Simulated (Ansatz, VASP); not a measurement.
## One calculation of C, two programs

INCAR

```
SYSTEM = C
  PREC = Accurate
  ENCUT = 520
  EDIFF = 1E-6
  ISMEAR = -1
  SIGMA = 0.1
  LREAL = .FALSE.
  LASPH = .TRUE.
  NELM = 100
  ALGO = Normal
  ISIF = 2
  LWAVE = .FALSE.
  LCHARG = .FALSE.
  GGA = PE
  NBANDS = 8
```

File KPOINTS:

```
Automatic mesh
0
G
  22 22 22
  0 0 0
```

Contents of POSCAR:

```
C
1.0
    0.0000000000      1.2994052354      1.2994052354
    1.2994052354      0.0000000000      1.2994052354
    1.2994052354      1.2994052354      0.0000000000
C
1
Direct
    0.0000000000      0.0000000000      0.0000000000
```

Input for Ansatz:

```yaml
crystal:
  lattice:
    - [0.0, 1.2994052354, 1.2994052354]
    - [1.2994052354, 0.0, 1.2994052354]
    - [1.2994052354, 1.2994052354, 0.0]
  atoms:
    - { symbol: C, position: [0.0, 0.0, 0.0] }
kpoints:
  mp_grid: { grid: [22, 22, 22] }
scf:
  occupations: { method: fermi_dirac, width: 0.1 }
hamiltonian:
  xc: pbe
  pseudopotentials: { kind: paw }
output:
  forces: true
  stress: true
  eigenvalues: true
  populations: true
  write_density: true
  write_potential: true
  elf: true
  volumetric_format: npy
```

Change from the starting cell: volume scaled by 0.6, PAW files.

Alike in both runs: task single point; functional PBE; k mesh 22 × 22 × 22; occupations fermi-dirac, width 0.1 eV; no spin polarisation.

|  | VASP | Ansatz |
| --- | --- | --- |
| version | VASP 6.6.1 | Ansatz 0.2.0 |
| potentials or method | VASP PAW PBE potentials, release 64 (C) | PAW with Ansatz's default frozen-core files, scalar-relativistic |
| plane-wave cutoff (eV) | 520 | 420 |
| valence electrons in the cell | 4 | 4 |

|  | VASP | Ansatz | Ansatz less VASP |
| --- | --- | --- | --- |
| pressure (GPa) | 195.0 | 195.0 | +0.01 |

Both programs put the cell under a high pressure, so it lies far from rest at this level.

Noted on VASP's run: the cell as given lies far from equilibrium.
